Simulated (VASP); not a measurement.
Crystal: GaSb.

```
CELL_PARAMETERS angstrom
-2.73495 2.73495 1.58003
2.73495 -2.73495 1.58003
2.73495 2.73495 -1.58003
ATOMIC_POSITIONS crystal
Sb 0.00000 0.00000 0.00000
Ga 0.75000 0.25000 0.50000
```

This cell differs from its parent crystal: volume scaled by 0.98.

Base run:

- Program: VASP 6.6.1
- Functional: PBEsol
- Potentials or basis: VASP PAW PBE potentials, release 64 (Sb, Ga_d)
- Cutoff: 520 eV
- k mesh: 10 × 10 × 10
- Occupations: fermi-dirac, width 0.05 eV
- Spin: no spin polarisation

Its results: band gap on the k mesh zero (band 9 reaches 8.43 eV, above the bottom of band 10 at 3.84 eV); pressure -1.9 GPa.

**Question.** The run is repeated on the same cell with these changes: functional from PBEsol to PBE. What comes out?

**Answer.** Band gap on the k mesh zero (band 9 reaches 8.58 eV, above the bottom of band 10 at 4.00 eV); pressure 1.3 GPa.

PBE binds less tightly than PBEsol, so the same cell stands under more pressure.

Caveats: spin-orbit coupling is left out, which moves the levels of the heavy elements; the PAW data sets were made with another functional, which shifts forces and pressure a little (some runs).
